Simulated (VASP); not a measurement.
# VMo (Cmmm) in VASP: notebook

Runs on VMo. Level: LDA. Tasks: single point.

Everything below comes from runs of VASP 6.6.1. Logs are shortened: lines on timing, memory, paths and dates and some standing lists are left out, and cuts for length are marked.

## 1. The cell of the first run

It takes space group Cmmm (No. 65, orthorhombic). The conventional cell has a = 3.075 Å, b = 4.448 Å, c = 4.229 Å, α = 90.00°, β = 90.00°, γ = 90.00°. V (site symmetry mmm) has 8 Mo at 2.61 to 3.07 Å and 6 V at 2.70 to 3.07 Å within 3.4 Å. Mo (site symmetry mmm) has 8 V at 2.61 to 3.07 Å and 6 Mo at 2.70 to 3.07 Å within 3.4 Å.

## 2. Single point, LDA, collinear spin, ferromagnetic start

File INCAR:

```
SYSTEM = VMo
PREC = Accurate ; ENCUT = 520
EDIFF = 1E-6 ; ISMEAR = -1
SIGMA = 0.05 ; LREAL = .False.
LASPH = .True. ; NELM = 150
ALGO = Normal ; ISIF = 2
LWAVE = .False. ; LCHARG = .True.
ISPIN = 2 ; MAGMOM = 0.5 0.5
LORBIT = 11 ; NUPDOWN = 1.0
LMAXMIX = 4 ; LELF = .True.
LVHAR = .True. ; NBANDS = 24
```

File KPOINTS:

```
Automatic mesh
0
Gamma
  11 11 7
  0 0 0
```

File POSCAR:

```
VMo
1.0
    1.5372777900     -2.2240280561      0.0000000000
    1.5372777900      2.2240280561      0.0000000000
    0.0000000000      0.0000000000      4.2290126323
V Mo
1 1
Direct
    0.5000000000      0.5000000000      0.5000000000
    0.0000000000      0.0000000000      0.0000000000
```

Potentials or basis: VASP PAW LDA potentials, release 64 (V_sv, Mo_sv).

On the command line:

```
cat potpaw_LDA.64/V_sv/POTCAR potpaw_LDA.64/Mo_sv/POTCAR > POTCAR
mpirun -np 1 vasp_std > vasp.out
```

OUTCAR:

```text
SYSTEM = VMo
   PREC = Accurate
   ENCUT = 520
   EDIFF = 1E-6
   ISMEAR = -1
   LREAL = .False.
   LASPH = .True.
   NELM = 150
   ISIF = 2
   ISPIN = 2
   LORBIT = 11
   NUPDOWN = 1.0

 ion  position               nearest neighbor table
   1  0.500  0.500  0.500-   2 2.61   2 2.61   2 2.61   2 2.61   2 3.07   2 3.07   2 3.07   2 3.07

   2  0.000  0.000  0.000-   1 2.61   1 2.61   1 2.61   1 2.61   1 3.07   1 3.07   1 3.07   1 3.07

  LATTYP: Found a base centered orthorhombic cell.
 ALAT       =     3.0745555800
 B/A-ratio  =     1.4467314044
 C/A-ratio  =     1.3754874558

  Lattice vectors:

 A1 = (   1.5372777900,  -2.2240280561,   0.0000000000)
 A2 = (   1.5372777900,   2.2240280561,   0.0000000000)
 A3 = (   0.0000000000,   0.0000000000,   4.2290126323)

Analysis of symmetry for initial positions (statically):
=====================================================================
 Subroutine PRICEL returns:
 Original cell was already a primitive cell.

 Routine SETGRP: Setting up the symmetry group for a
 base centered orthorhombic supercell.

 Subroutine GETGRP returns: Found  8 space group operations
 (whereof  8 operations were pure point group operations)
 out of a pool of  8 trial point group operations.

The static configuration has the point symmetry D_2h.

Analysis of symmetry for dynamics (positions and initial velocities):
=====================================================================
 Subroutine PRICEL returns:
 Original cell was already a primitive cell.

 Routine SETGRP: Setting up the symmetry group for a
 base centered orthorhombic supercell.

 Subroutine GETGRP returns: Found  8 space group operations
 (whereof  8 operations were pure point group operations)
 out of a pool of  8 trial point group operations.

The dynamic configuration has the point symmetry D_2h.

Analysis of structural, dynamic, and magnetic symmetry:
=====================================================================
 Subroutine PRICEL returns:
 Original cell was already a primitive cell.

 Routine SETGRP: Setting up the symmetry group for a
 base centered orthorhombic supercell.

 Subroutine GETGRP returns: Found  8 space group operations
 (whereof  8 operations were pure point group operations)
 out of a pool of  8 trial point group operations.

The overall configuration has the point symmetry D_2h.

 Subroutine INISYM returns: Found  8 space group operations
 (whereof  8 operations are pure point group operations),
 and found     1 'primitive' translations

[... 116 lines left out ...]
  Fermi-wavevector in a.u.,A,eV,Ry     =   1.600082  3.023716 34.834482  2.560262
  Thomas-Fermi vector in A             =   2.697274
   LORBIT       =     11    0 simple, 1 ext, 2 COOP (PROOUT), +10 PAW based schemes
   GGA     = CA    functional components
   LHFCALC =     F    Hartree Fock is set to
   AEXX    =    0.0000 exact exchange contribution
   IVDW    =     0    specifies the selected vdW correction
   LEPSILON=     F    determine dielectric tensor
   LRPA    =     F    only Hartree local field effects (RPA)
 spin polarized calculation
  energy-cutoff  :      520.00
  volume of cell :       28.92
 maximum number of plane-waves:       794
   NGX = 11   NGY = 11   NGZ = 15

 number of electron      26.9999993 magnetization       0.9999999

 Free energy of the ion-electron system (eV)
  ---------------------------------------------------
  ext. energy  EPLUGINS =         0.00000000
  ---------------------------------------------------
  free energy    TOTEN  =       -22.01466034 eV

  energy without entropy =      -21.99649931  energy(sigma->0) =      -22.00557983

 E-fermi :  10.7459     XC(G=0): -13.4510

 val. band max:       11.5728057530   @ k =   0.4545   0.0000   0.2857
 cond. band min:      10.7466378910   @ k =   0.4545   0.0000   0.0000
 fundamental gap:     -0.8261678619
 Fermi energy:        11.5780431404

 spin component 1

 k-point     1 :       0.0000    0.0000    0.0000
  band No.  band energies     occupation
      1     -52.3902      1.00000
      2     -49.2051      1.00000
      3     -26.7559      1.00000
      4     -26.4618      1.00000
      5     -26.3377      1.00000
      6     -23.3743      1.00000
[... 637 lines left out ...]
     23      26.6526      0.00000
     24      27.9267      0.00000

 [... further k-points ...]

 spin component 2

 k-point     1 :       0.0000    0.0000    0.0000
  band No.  band energies     occupation
      1     -51.8310      1.00000
      2     -49.1203      1.00000
      3     -26.2622      1.00000
      4     -25.9064      1.00000
      5     -25.7524      1.00000
      6     -23.2764      1.00000
[... 637 lines left out ...]
     23      26.9248      0.00000
     24      28.1737      0.00000

 [... further k-points ...]

------------------------ aborting loop because EDIFF is reached ----------------------------------------

  FORCE on cell =-STRESS in cart. coord.  units (eV):
  Direction    XX          YY          ZZ          XY          YZ          ZX
  --------------------------------------------------------------------------------------
  -------------------------------------------------------------------------------------
  Total       -1.3897607     -1.4900793     -1.4342450     -0.0000000      0.0000000      0.0000000
  in kB      -76.9996972    -82.5578490    -79.4643509     -0.0000000      0.0000000      0.0000000
  external PRESSURE =     -79.6739657 kB  Pullay stress =       0.0000000 kB

 VOLUME and BASIS-vectors are now :
 -----------------------------------------------------------------------------
  energy-cutoff  :      520.00
  volume of cell :       28.92
      direct lattice vectors                 reciprocal lattice vectors
     1.537277790 -2.224028056  0.000000000     0.325250259 -0.224817308  0.000000000
     1.537277790  2.224028056  0.000000000     0.325250259  0.224817308  0.000000000
     0.000000000  0.000000000  4.229012632     0.000000000  0.000000000  0.236461814

 POSITION                                       TOTAL-FORCE (eV/Angst)
 -----------------------------------------------------------------------------------
      1.53728      0.00000      2.11451         0.000000     -0.000000      0.000000
      0.00000      0.00000      0.00000        -0.000000      0.000000      0.000000
 -----------------------------------------------------------------------------------
    total drift:                                0.000000      0.000000      0.000000

  FREE ENERGIE OF THE ION-ELECTRON SYSTEM (eV)
  ---------------------------------------------------
  free  energy   TOTEN  =       -22.0146603386 eV

  energy  without entropy=      -21.9964993122  energy(sigma->0) =      -22.00557983

 total charge

# of ion       s       p       d       tot
------------------------------------------
    1        2.328   6.232   3.085  11.645
    2        2.405   6.189   4.028  12.622
--------------------------------------------------
tot          4.733  12.421   7.113  24.267

 magnetization (x)

# of ion       s       p       d       tot
------------------------------------------
    1        0.011   0.038   0.605   0.654
    2        0.003   0.037   0.109   0.149
--------------------------------------------------
tot          0.014   0.076   0.713   0.803
```

stdout:

```text
POSCAR found type information on POSCAR V Mo
 POSCAR found :  2 types and       2 ions
 scaLAPACK will be used
 LDA part: xc-table for (Slater(with rela. corr.)+CA(PZ))
 , standard interpolation
 POSCAR, INCAR and KPOINTS ok, starting setup
 FFT: planning ... GRIDC
 FFT: planning ... GRID_SOFT
 FFT: planning ... GRID
 WAVECAR not read
 entering main loop
```

It took 2.5 min on 1 thread of Intel Xeon 8259CL, shared host; peak memory 0.25 GiB.

Results:

```yaml
Free_energy: -22.0147 eV
Pressure: -8.0 GPa
Net_moment: 1.00 μB per cell
Site_moments: V +0.65; Mo +0.15 μB
Valence_electrons_inside_the_program's_atomic_spheres: V 11.64; Mo 12.62
```

Caveat: the cell stands under tension; the total moment is fixed, so each spin has its own Fermi level.

## 3. Single point, LDA, collinear spin, ferromagnetic start

File INCAR:

```
PREC = Accurate ; ENCUT = 520
EDIFF = 1E-7 ; ISMEAR = -1
SIGMA = 0.05 ; LREAL = False
LASPH = True ; NELM = 150
ALGO = Normal ; ISIF = 2
LWAVE = False ; LCHARG = False
ISPIN = 2 ; MAGMOM = 0.5 0.5
LORBIT = 11 ; NUPDOWN = 1.0
LMAXMIX = 4 ; GGA = CA
NBANDS = 24
```

File KPOINTS:

```
regular mesh
0
Gamma
  11 11 7
```

POSCAR is that of step 2.

Potentials or basis: VASP PAW LDA potentials, release 64 (V_sv, Mo_sv).

On the command line:

```
cat potpaw_LDA.64/V_sv/POTCAR potpaw_LDA.64/Mo_sv/POTCAR > POTCAR
mpirun -np 1 vasp_std > vasp.out
```

Wall time 2.5 min (1 thread of Intel Xeon 8259CL, shared host); peak memory 0.25 GiB.

The run converged. Its results:

| Property | Result |
| --- | --- |
| Free energy | -22.0147 eV |
| Pressure | -7.9 GPa |
| Net moment | 1.00 μB per cell |
| Site moments | V +0.65; Mo +0.15 μB |
| Valence electrons inside the program's atomic spheres | V 11.64; Mo 12.62 |

Stress tensor (GPa, compression positive):
```
-7.67  0.00  0.00
 0.00 -8.22  0.00
 0.00  0.00 -7.92
```

Caveat: the cell stands under tension; the total moment is fixed, so each spin has its own Fermi level.
